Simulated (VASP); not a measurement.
# Sn (I4_1/amd) in VASP: a series of runs

Runs on Sn. Level: PBE. Tasks: single point.

Everything below comes from runs of VASP 6.6.1. Logs are shortened: lines on timing, memory, paths and dates and some standing lists are left out, and cuts for length are marked.

**1. The cell of the first run**

Symmetry: I4_1/amd, No. 141, tetragonal system. The conventional cell has a = 4.714 Å, b = 4.714 Å, c = 2.544 Å, α = 90.00°, β = 90.00°, γ = 90.00°. Sn (site symmetry -4m2) has 10 Sn at 2.44 to 3.03 Å within 3.2 Å.

**2. Single point, PBE**

INCAR reads:

```
SYSTEM = Sn
ALGO = Normal
EDIFF = 1E-6
ENCUT = 520
GGA = PE
ISIF = 2
ISMEAR = -1
LASPH = .True.
LCHARG = .False.
LREAL = .False.
LWAVE = .False.
NBANDS = 21
NELM = 80
PREC = Accurate
SIGMA = 0.08
```

KPOINTS reads:

```
k-points
0
Gamma
  17 17 17
  0 0 0
```

POSCAR reads:

```
Sn
1.0
   -2.3570481402      2.3570481402      1.2722271316
    2.3570481402     -2.3570481402      1.2722271316
    2.3570481402      2.3570481402     -1.2722271316
Sn
2
Direct
   -0.3750000000     -0.1250000000     -0.2500000000
    0.3750000000      0.1250000000      0.2500000000
```

Potentials or basis: VASP PAW PBE potentials, release 64 (Sn_d).

Command:

```bash
cat potpaw_PBE.64/Sn_d/POTCAR > POTCAR
mpirun -np 1 vasp_std > vasp.out
```

OUTCAR:

```text
SYSTEM = Sn
   EDIFF = 1E-6
   ENCUT = 520
   GGA = PE
   ISIF = 2
   ISMEAR = -1
   LASPH = .True.
   LREAL = .False.
   NELM = 80
   PREC = Accurate

 ion  position               nearest neighbor table
   1  0.625  0.875  0.750-   2 2.44   2 2.44   2 2.44   2 2.44   2 3.03   2 3.03   2 3.03   2 3.03

   2  0.375  0.125  0.250-   1 2.44   1 2.44   1 2.44   1 2.44   1 3.03   1 3.03   1 3.03   1 3.03

  LATTYP: Found a body centered tetragonal cell.
 ALAT       =     4.7140962804
 C/A-ratio  =     0.5397544114

  Lattice vectors:

 A1 = (  -2.3570481402,   2.3570481402,   1.2722271316)
 A2 = (   2.3570481402,  -2.3570481402,   1.2722271316)
 A3 = (   2.3570481402,   2.3570481402,  -1.2722271316)

Analysis of symmetry for initial positions (statically):
=====================================================================
 Subroutine PRICEL returns:
 Original cell was already a primitive cell.

 Routine SETGRP: Setting up the symmetry group for a
 body centered tetragonal supercell.

 Subroutine GETGRP returns: Found 16 space group operations
 (whereof  4 operations were pure point group operations)
 out of a pool of 16 trial point group operations.

The static configuration has the point symmetry C_2h.
 The point group associated with its full space group is D_4h.

Analysis of symmetry for dynamics (positions and initial velocities):
=====================================================================
 Subroutine PRICEL returns:
 Original cell was already a primitive cell.

 Routine SETGRP: Setting up the symmetry group for a
 body centered tetragonal supercell.

 Subroutine GETGRP returns: Found 16 space group operations
 (whereof  4 operations were pure point group operations)
 out of a pool of 16 trial point group operations.

The dynamic configuration has the point symmetry C_2h.
 The point group associated with its full space group is D_4h.

 Subroutine INISYM returns: Found 16 space group operations
 (whereof  4 operations are pure point group operations),
 and found     1 'primitive' translations

----------------------------------------------------------------------------------------

                                     Primitive cell

  volume of cell :      28.2723

  direct lattice vectors                    reciprocal lattice vectors
    -2.357048140  2.357048140  1.272227132     0.000000000  0.212129736  0.393011584
     2.357048140 -2.357048140  1.272227132     0.212129736  0.000000000  0.393011584
     2.357048140  2.357048140 -1.272227132     0.212129736  0.212129736  0.000000000

  length of vectors
     3.567900467  3.567900467  3.567900467     0.446606236  0.446606236  0.299996750

  position of ions in fractional coordinates (direct lattice)
     0.625000000  0.875000000  0.750000000
     0.375000000  0.125000000  0.250000000

  ion indices of the primitive-cell ions
   primitive index   ion index
                 1           1
                 2           2

----------------------------------------------------------------------------------------

 KPOINTS: k-points

Automatic generation of k-mesh.
 Grid dimensions read from file:
 generate k-points for:   17   17   17

 Generating k-lattice:

  Cartesian coordinates                     Fractional coordinates (reciprocal lattice)
     0.000000000  0.012478220  0.023118328     0.058823529  0.000000000 -0.000000000
     0.012478220  0.000000000  0.023118328     0.000000000  0.058823529 -0.000000000
     0.012478220  0.012478220  0.000000000     0.000000000  0.000000000  0.058823529

  Length of vectors
     0.026270955  0.026270955  0.017646868

  Shift w.r.t. Gamma in fractional coordinates (k-lattice)
     0.000000000  0.000000000  0.000000000

 Subroutine IBZKPT returns following result:
 ===========================================

 Found    405 irreducible k-points:

 Following reciprocal coordinates:
            Coordinates               Weight
  0.000000  0.000000  0.000000      1.000000
  0.058824  0.000000 -0.000000      8.000000
  0.117647  0.000000 -0.000000      8.000000
  0.176471  0.000000 -0.000000      8.000000
  0.235294  0.000000 -0.000000      8.000000
  0.294118 -0.000000  0.000000      8.000000
[... 16 lines left out ...]
 -0.176471  0.058824  0.000000     16.000000
 -0.117647  0.058824 -0.000000     16.000000
 [... further k-points ...]
   k-points           NKPTS =    405   k-points in BZ     NKDIM =    405   number of bands    NBANDS=     21
   number of dos      NEDOS =    301   number of ions     NIONS =      2
   total plane-waves  NPLWV =  21952
   dimension x,y,z NGX =    28 NGY =   28 NGZ =   28
   dimension x,y,z NGXF=    56 NGYF=   56 NGZF=   56
   ions per type =               2
   NGX,Y,Z   is equivalent  to a cutoff of  13.05, 13.05, 13.05 a.u.
   NGXF,Y,Z  is equivalent  to a cutoff of  26.09, 26.09, 26.09 a.u.
 SYSTEM =  Sn
   PREC   = accura    normal or accurate (medium, high low for compatibility)
   ISTART =      0    job   : 0-new  1-cont  2-samecut
   ICHARG =      2    charge: 1-file 2-atom 10-const
   ISPIN  =      1    spin polarized calculation?
   LNONCOLLINEAR =      F non collinear calculations
   LSORBIT =      F    spin-orbit coupling
   LASPH  =      T    aspherical Exc in radial PAW
   ENCUT  =  520.0 eV  38.22 Ry    6.18 a.u.   6.63  6.63  6.63*2*pi/ulx,y,z
   NELM   =     80;   NELMIN=  2; NELMDL= -5     # of ELM steps
   EDIFF  = 0.1E-05   stopping-criterion for ELM
   LREAL  =      F    real-space projection
   EDIFFG = 0.1E-04   stopping-criterion for IOM
   NSW    =      0    number of steps for IOM
   IBRION =     -1    ionic relax: 0-MD 1-quasi-New 2-CG
   NFREE  =      0    steps in history (QN), initial steepest desc. (CG)
   ISIF   =      2    stress and relaxation
   ISYM   =      2    0-nonsym 1-usesym 2-fastsym
   POTIM  = 0.5000    time-step for ionic-motion
   TEBEG  =    0.0;   TEEND  =   0.0 temperature during run
   PSTRESS=    0.0 pullay stress
   NELECT =      28.0000    total number of electrons
   NUPDOWN=      -1.0000    fix difference up-down
   EMIN   =  10.00;   EMAX   =-10.00  energy-range for DOS
   EFERMI =   0.00;   METHOD = LEGACY
   ISMEAR =    -1;   SIGMA  =   0.08  broadening in eV -4-tet -1-fermi 0-gaus
   EFERMI_NEDOS =   21; number of points for ismear=-14 and -15
   IALGO  =     38    algorithm
   IMIX   =      4    mixing-type and parameters
     AMIX     =   0.40;   BMIX     =  1.00
     AMIX_MAG =   1.60;   BMIX_MAG =  1.00
  volume/ion in A,a.u.               =      14.14        95.40
  Fermi-wavevector in a.u.,A,eV,Ry     =   1.631825  3.083703 36.230325  2.662854
  Thomas-Fermi vector in A             =   2.723897
   LORBIT       =      0    0 simple, 1 ext, 2 COOP (PROOUT), +10 PAW based schemes
   GGA     = PE    functional components
   LHFCALC =     F    Hartree Fock is set to
   AEXX    =    0.0000 exact exchange contribution
   IVDW    =     0    specifies the selected vdW correction
   LEPSILON=     F    determine dielectric tensor
   LRPA    =     F    only Hartree local field effects (RPA)
 non-spin polarized calculation
  energy-cutoff  :      520.00
  volume of cell :       28.27
 maximum number of plane-waves:       781
   NGX = 13   NGY = 13   NGZ = 13

 number of electron      28.0000012 magnetization

 Free energy of the ion-electron system (eV)
  ---------------------------------------------------
  ext. energy  EPLUGINS =         0.00000000
  ---------------------------------------------------
  free energy    TOTEN  =         0.57641548 eV

  energy without entropy =        0.58790388  energy(sigma->0) =        0.58215968

 E-fermi :  19.6849     XC(G=0): -13.7937

 val. band max:       19.6840851266   @ k =  -0.1765  -0.4706   0.0588
 cond. band min:      19.6988096941   @ k =  -0.4118  -0.4118   0.3529
 fundamental gap:      0.0147245675
 Fermi energy:        19.6848935395

 k-point     1 :       0.0000    0.0000    0.0000
  band No.  band energies     occupation
      1      -5.0227      2.00000
      2      -4.6488      2.00000
      3      -4.5611      2.00000
      4      -4.4523      2.00000
      5      -3.3601      2.00000
      6      -3.3601      2.00000
[... 13 lines left out ...]
     20      32.9829      0.00000
     21      32.9967      0.00000

 k-point     2 :       0.0588    0.0000   -0.0000
  band No.  band energies     occupation
      1      -5.0121      2.00000
      2      -4.6290      2.00000
      3      -4.5235      2.00000
      4      -4.3989      2.00000
      5      -3.4213      2.00000
      6      -3.4175      2.00000
[... 13 lines left out ...]
     20      30.8919      0.00000
     21      31.6902      0.00000

 k-point     3 :       0.1176    0.0000   -0.0000
  band No.  band energies     occupation
      1      -4.9784      2.00000
      2      -4.5721      2.00000
      3      -4.4204      2.00000
      4      -4.2536      2.00000
      5      -3.5381      2.00000
      6      -3.5072      2.00000
[... 13 lines left out ...]
     20      29.0959      0.00000
     21      30.5026      0.00000

 k-point     4 :       0.1765    0.0000   -0.0000
  band No.  band energies     occupation
      1      -4.9225      2.00000
      2      -4.4862      2.00000
      3      -4.2856      2.00000
      4      -4.0609      2.00000
      5      -3.6813      2.00000
      6      -3.5676      2.00000
[... 13 lines left out ...]
     20      29.4927      0.00000
     21      29.7501      0.00000

 k-point     5 :       0.2353    0.0000   -0.0000
  band No.  band energies     occupation
      1      -4.8544      2.00000
      2      -4.3883      2.00000
      3      -4.1877      2.00000
      4      -3.9163      2.00000
      5      -3.8250      2.00000
      6      -3.5431      2.00000
[... 13 lines left out ...]
     20      28.7389      0.00000
     21      30.7885      0.00000
[... 382 lines left out ...]
     20      29.4907      0.00000
     21      30.6013      0.00000

 k-point    22 :      -0.2353    0.0588   -0.0000
  band No.  band energies     occupation
      1      -4.8775      2.00000
      2      -4.4327      2.00000
      3      -4.3109      2.00000
      4      -4.1071      2.00000
      5      -3.6606      2.00000
      6      -3.5033      2.00000
[... 13 lines left out ...]
     20      29.6177      0.00000
     21      30.3299      0.00000

 k-point    23 :      -0.1765    0.0588    0.0000
  band No.  band energies     occupation
      1      -4.9401      2.00000
      2      -4.5267      2.00000
      3      -4.4350      2.00000
      4      -4.2804      2.00000
      5      -3.5283      2.00000
      6      -3.4704      2.00000
[... 13 lines left out ...]
     20      29.7775      0.00000
     21      31.3617      0.00000

 k-point    24 :      -0.1176    0.0588   -0.0000
  band No.  band energies     occupation
      1      -4.9847      2.00000
      2      -4.5967      2.00000
      3      -4.5318      2.00000
      4      -4.4134      2.00000
      5      -3.4216      2.00000
      6      -3.4007      2.00000
[... 13 lines left out ...]
     20      31.6116      0.00000
     21      32.4825      0.00000

 [... further k-points ...]

------------------------ aborting loop because EDIFF is reached ----------------------------------------

  FORCE on cell =-STRESS in cart. coord.  units (eV):
  Direction    XX          YY          ZZ          XY          YZ          ZX
  --------------------------------------------------------------------------------------
  -------------------------------------------------------------------------------------
  Total       31.7996731     31.7996731     31.8111521      0.0000000     -0.0000000     -0.0000000
  in kB     1802.0701309   1802.0701309   1802.7206387      0.0000000     -0.0000000     -0.0000000
  external PRESSURE =    1802.2869669 kB  Pullay stress =       0.0000000 kB

 VOLUME and BASIS-vectors are now :
 -----------------------------------------------------------------------------
  energy-cutoff  :      520.00
  volume of cell :       28.27
      direct lattice vectors                 reciprocal lattice vectors
    -2.357048140  2.357048140  1.272227132     0.000000000  0.212129736  0.393011584
     2.357048140 -2.357048140  1.272227132     0.212129736  0.000000000  0.393011584
     2.357048140  2.357048140 -1.272227132     0.212129736  0.212129736  0.000000000

 POSITION                                       TOTAL-FORCE (eV/Angst)
 -----------------------------------------------------------------------------------
      2.35705      1.17852      0.95417         0.000000      0.000000      0.000000
      0.00000      1.17852      0.31806        -0.000000     -0.000000     -0.000000
 -----------------------------------------------------------------------------------
    total drift:                                0.000000      0.000000     -0.000000

  FREE ENERGIE OF THE ION-ELECTRON SYSTEM (eV)
  ---------------------------------------------------
  free  energy   TOTEN  =         0.5764154779 eV

  energy  without entropy=        0.5879038796  energy(sigma->0) =        0.58215968
```

Wall time 3.2 min (1 thread of Intel Xeon Platinum 8259CL at 2.50GHz (Skylake/Cascade Lake), shared host); peak memory 0.3 GiB.

Results:

| Item | Value |
| --- | --- |
| Free energy | 0.5764 eV |
| Pressure | 180.2 GPa |
| Band gap on the k mesh | zero (bands 14 and 15 overlap by 8.81 eV) |

Levels at points of the mesh, in eV from the Fermi level:
| k point | band 12 | band 13 | band 14 | band 15 | band 16 | band 17 |
| --- | --- | --- | --- | --- | --- | --- |
| (0.00, 0.00, 0.00) | -4.82 | -4.82 | -1.38 | 1.49 | 8.64 | 8.64 |

Caveat: the cell stands under pressure; spin-orbit coupling is left out, which moves the levels of the heavy elements.

**3. Single point, PBE**

INCAR reads:

```
  PREC = Accurate
  ENCUT = 520
  EDIFF = 1E-7
  ISMEAR = -1
  SIGMA = 0.08
  LREAL = False
  LASPH = True
  NELM = 60
  ALGO = Normal
  ISIF = 2
  LWAVE = False
  LCHARG = False
  GGA = PE
  NBANDS = 21
```

KPOINTS reads:

```
Automatic mesh
0
Gamma
  17 17 17
```

POSCAR reads:

```
Sn
1.0
   -2.3568332377      2.3568332377      1.2721173084
    2.3568332377     -2.3568332377      1.2721173084
    2.3568332377      2.3568332377     -1.2721173084
Sn
2
Direct
   -0.3750000000     -0.1250000000     -0.2500000000
    0.3750000000      0.1250000000      0.2500000000
```

Potentials or basis: VASP PAW PBE potentials, release 64 (Sn_d).

Command:

```bash
cat potpaw_PBE.64/Sn_d/POTCAR > POTCAR
mpirun -np 1 vasp_std > vasp.out
```

Run time: 4.3 min. Hardware: 1 thread of Intel Xeon Platinum 8259CL at 2.50GHz (Skylake/Cascade Lake), shared host; peak memory 0.3 GiB.

Results (log left out):

| Item | Value |
| --- | --- |
| Free energy | 0.5850 eV |
| Pressure | 180.5 GPa |
| Band gap on the k mesh | zero (bands 14 and 15 overlap by 8.82 eV) |

Levels at points of the mesh, in eV from the Fermi level:
```
           k point  band 12  band 13  band 14  band 15  band 16  band 17
(0.00, 0.00, 0.00)    -4.82    -4.82    -1.38     1.49     8.64     8.64
```

Caveat: the cell stands under pressure; spin-orbit coupling is left out, which moves the levels of the heavy elements.
